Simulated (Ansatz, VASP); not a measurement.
## One calculation of GaO, two programs

```
Ga O
1.0
     3.04691    0.00000    0.00000
    -1.52346    2.63871    0.00000
     0.00000    0.00000    2.94498
Ga O
1 1
Cartesian
  0.0000 0.0000 0.0000
  1.5235 0.8796 1.4725
```

Change from the starting cell: species swapped into the ZnIr type (P-6m2, No. 187).

Alike in both runs: functional PBE; k mesh 24 × 24 × 18; occupations gaussian, width 0.1 eV; no spin polarisation.

Ansatz relaxed the structure, and its values are those at the end. VASP's run is a single point on that final structure, the one shown.

|  | VASP | Ansatz |
| --- | --- | --- |
| version | VASP 6.6.1 | Ansatz 0.2.0 |
| potentials or method | VASP PAW PBE potentials, release 64 (Ga_d, O), cutoff 520 eV | scalar-relativistic, plane waves, PAW |
| valence electrons in the cell | 19 | 19 |

|  | VASP | Ansatz | Ansatz less VASP |
| --- | --- | --- | --- |
| gap on the k mesh at the Fermi level (eV) | none | none | - |
| pressure (GPa) | 0.4 | 0.0 | -0.39 |

A gap of «none» marks a metal or a gap that the smearing closes.
